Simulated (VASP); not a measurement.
Runs of VASP 6.6.1 on GaH6. The structure is that of space group Pm-3m (No. 221), or close to it. The cells are those of the table. 

```tsv
task	cell	k mesh	cutoff (eV)	gap on the mesh (eV)	pressure (GPa)	relaxed volume (Å³/atom)	largest force (eV/Å)
relaxation of cell and atoms	relaxed from a = 4.791 Å, 7 atoms	8 × 8 × 8	600	none	0.0	15.71	-
single point	a = 4.791 Å, 7 atoms	4 × 4 × 4	520	none	0.0	-	(b)
single point	a = 4.793 Å, 7 atoms	8 × 8 × 8	520	none	-0.1	-	0.01
relaxation of cell and atoms	relaxed from a = 3.988 Å, 7 atoms	4 × 4 × 4	600	-	0.0	13.66	0.02
single point	a = 3.988 Å, 7 atoms	4 × 4 × 4	520	none	(a)	-	1.12
```

Alike in all rows: level PBE; potentials or basis VASP PAW PBE potentials, release 64 (Ga_d, H); no spin polarisation; smearing gaussian 0.1 eV.

**Question.** Fill in the values left out.

**Answer.** (a) -10.3; (b) 0.04.

Caveats: some runs use coarse meshes; the volume moved by over 15 % at a fixed basis, so the end points are rough (some runs); the bands computed are all filled at some k points, so no gap is given (some runs); forces of over 1 eV/Å act on the atoms, so gaps and moduli don't describe the material at rest (some runs).

A k mesh can miss the band edges, and the runs leave out spin-orbit coupling on Ga.

A gap of «none» marks levels without a gap at the run's occupations.
